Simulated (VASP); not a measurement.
Wanted: the native input for a VASP 6.6.1 run.

```
Task                   : single point
Functional             : PBEsol
Potentials or basis    : VASP PAW PBE potentials, release 64 (Cd_sv_GW, H, O)
Cutoff                 : 600 eV
k mesh                 : 6 × 6 × 4
Occupations            : gaussian, width 0.01 eV
Spin                   : no spin polarisation
Dipole correction      : no
Second run             : valence_matched
Further INCAR settings : ALGO = Normal; EDIFF = 1e-06; NBANDS = 25
```

The structure of CdH2O2 lies in POSCAR:

```
CdH2O2
1.0
    3.5388082674      0.0000000000      0.0000000000
   -1.7694041337      3.0646978597      0.0000000000
    0.0000000000      0.0000000000      4.6737283933
Cd H O
1 2 2
Direct
    0.0000000000      0.0000000000      0.0000000000
    0.6666666667      0.3333333333      0.5509607200
    0.3333333333      0.6666666667      0.4490392800
    0.6666666667      0.3333333333      0.7593720000
    0.3333333333      0.6666666667      0.2406280000
```

These files were run (other wordings do the same):

INCAR

```
SYSTEM = CdH2O2
ALGO = Normal ; EDIFF = 1E-6
ENCUT = 600 ; GGA = PS
GGA_COMPAT = .False. ; ISIF = 2
ISMEAR = 0 ; LASPH = .True.
LCHARG = .False. ; LREAL = .False.
LWAVE = .False. ; NBANDS = 25
NELM = 120 ; PREC = Accurate
SIGMA = 0.01
```

KPOINTS

```
k-points
0
Gamma
  6 6 4
  0 0 0
```

Potentials or basis: VASP PAW PBE potentials, release 64 (Cd_sv_GW, H, O).

Command:

```bash
$ cat potpaw_PBE.64/Cd_sv_GW/POTCAR potpaw_PBE.64/H/POTCAR potpaw_PBE.64/O/POTCAR > POTCAR
$ mpirun -np 1 vasp_std > vasp.out
```

It gave:

| Quantity | Value |
| --- | --- |
| Pressure | -3.0 GPa |
| Largest force | 0.586 eV/Å |
| Band gap on the k mesh | 1.56 eV, indirect (least direct gap 1.90 eV) |

Caveat: the PAW data sets were made with another functional, which shifts forces and pressure a little.

Wall time 24 s on 1 thread of Intel(R) Xeon(R) 6975P-C (Granite Rapids) (shared host), peak memory 0.2 GiB.
